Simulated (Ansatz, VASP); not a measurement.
# Al6N: VASP beside Ansatz

```
Al N
1.0
     2.89301    0.00000    0.00000
    -1.44651    2.50542    0.00000
     0.00000    0.00000   13.86280
Al N
6 1
Direct
  0.33333 0.66667 0.08734
  0.66667 0.33333 0.91266
  0.66667 0.33333 0.41614
  0.33333 0.66667 0.58386
  0.00000 0.00000 0.74747
  0.00000 0.00000 0.25253
  0.00000 0.00000 0.00000
```

Alike in both runs: task single point; functional PBE; k mesh 12 × 12 × 4; occupations gaussian, width 0.1 eV; no spin polarisation.

|  | VASP | Ansatz |
| --- | --- | --- |
| version | VASP 6.6.1 | Ansatz 0.2.0 |
| potentials or method | VASP PAW PBE potentials, release 64 (Al, N), cutoff 520 eV | scalar-relativistic, plane waves, PAW |
| valence electrons in the cell | 23 | 23 |

```csv
,VASP,Ansatz,Ansatz less VASP
gap on the k mesh at the Fermi level (eV),none,none,-
pressure (GPa),-0.1,0.0,+0.08
rms of the force components (eV/Å),0.005,0.000,-0.0045
```

Atom by atom the forces differ by 0.005 eV/Å (rms over components). A gap of «none» marks a metal or a gap that the smearing closes.
